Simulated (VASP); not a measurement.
Wanted: the native input for a VASP 6.6.1 run.

| Item | Value |
| --- | --- |
| Task | single point |
| Functional | revPBE |
| Potentials or basis | VASP PAW PBE potentials, release 64 (Hf_pv) |
| Cutoff | 520 eV |
| k mesh | 13 × 13 × 4 |
| Occupations | fermi-dirac, width 0.1 eV |
| Spin | no spin polarisation |
| Dipole correction | no |
| Further INCAR settings | ALGO = Normal; EDIFF = 1e-07; NBANDS = 28 |

The structure of Hf lies in POSCAR:

```
Hf
1.0
    3.0858450515      0.0000000000      0.0000000000
   -1.5429225257      2.6724202068      0.0000000000
    0.0000000000      0.0000000000      9.8731275789
Hf
4
Direct
    1.0000000000      0.0000000000      1.0000000000
    1.0000000000      0.0000000000      0.5000000000
    0.3333333333      0.6666666667      0.2500000000
    0.6666666667      0.3333333333      0.7500000000
```

This cell differs from its parent crystal: volume scaled by 0.88.

These files were run (other wordings do the same):

INCAR

```
SYSTEM = Hf
ALGO = Normal ; EDIFF = 1E-7
ENCUT = 520 ; GGA = RE
ISIF = 2 ; ISMEAR = -1
LASPH = .TRUE. ; LCHARG = .FALSE.
LREAL = .FALSE. ; LWAVE = .FALSE.
NBANDS = 28 ; NELM = 60
PREC = Accurate ; SIGMA = 0.1
```

KPOINTS

```
k-points
0
G
  13 13 4
  0 0 0
```

Potentials or basis: VASP PAW PBE potentials, release 64 (Hf_pv).

Run with:

```bash
$ cat potpaw_PBE.64/Hf_pv/POTCAR > POTCAR
$ mpirun -np 1 vasp_std > vasp.out
```

It gave:

```
Pressure               : 15.5 GPa
Band gap on the k mesh : zero (band 20 reaches 6.68 eV, above the bottom of band 21 at 4.98 eV)
```

Caveat: the PAW data sets were made with another functional, which shifts forces and pressure a little; spin-orbit coupling is left out, which moves the levels of the heavy elements.

Run time: 59 s on 1 thread of AMD EPYC 9R45 (Zen 5) (shared host), peak memory 0.23 GiB.
